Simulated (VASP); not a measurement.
Set up this calculation in VASP 6.6.1, as the native input.

```yaml
Task: single point
Functional: r2SCAN
Potentials_or_basis: VASP PAW PBE potentials, release 64 (Pt)
Cutoff: 520 eV
k_mesh: 22 × 22 × 22
Occupations: fermi-dirac, width 0.1 eV
Spin: no spin polarisation
Dipole_correction: no
Further_INCAR_settings: ALGO = Normal; EDIFF = 1e-06; NBANDS = 11
```

Crystal: Pt.

```
CELL_PARAMETERS angstrom
0.00000 1.99651 1.99651
1.99651 0.00000 1.99651
1.99651 1.99651 0.00000
ATOMIC_POSITIONS crystal
Pt 0.00000 0.00000 0.00000
```

This cell differs from its parent crystal: volume scaled by 1.04.

The input as run:

POSCAR

```
Pt
1.0
    0.0000000000      1.9965081598      1.9965081598
    1.9965081598      0.0000000000      1.9965081598
    1.9965081598      1.9965081598      0.0000000000
Pt
1
Direct
    0.0000000000      0.0000000000      0.0000000000
```

INCAR.step1

```
PREC = Accurate
ENCUT = 520
ISMEAR = -1
SIGMA = 0.1
LREAL = F
LASPH = T
NELM = 80
NBANDS = 11
GGA = PE
ALGO = Normal
EDIFF = 1E-4
LWAVE = T
LCHARG = F
```

INCAR.step2

```
PREC = Accurate
ENCUT = 520
EDIFF = 1E-6
ISMEAR = -1
SIGMA = 0.1
LREAL = F
LASPH = T
NELM = 80
ALGO = Normal
ISIF = 2
LWAVE = F
LCHARG = T
METAGGA = R2SCAN
LMIXTAU = T
LELF = T
LVHAR = T
NBANDS = 11
ISTART = 1
```

KPOINTS

```
Automatic mesh
0
Gamma
  22 22 22
```

Potentials or basis: VASP PAW PBE potentials, release 64 (Pt).

Command:

```console
$ cat potpaw_PBE.64/Pt/POTCAR > POTCAR
$ cp INCAR.step1 INCAR
$ mpirun -np 1 vasp_std > vasp.out
$ cp INCAR.step2 INCAR
$ mpirun -np 1 vasp_std > vasp.out
```

Results of the run:

The pressure is -8.9 GPa. The band gap on the k mesh is zero (band 5 reaches 10.48 eV, above the bottom of band 6 at 8.31 eV).

Caveat: the PAW data sets were made with another functional, which shifts forces and pressure a little; spin-orbit coupling is left out, which moves the levels of the heavy elements.

It took 110 s on 1 thread of Intel(R) Xeon(R) Platinum 8488C (Sapphire Rapids) (shared host), peak memory 0.19 GiB.
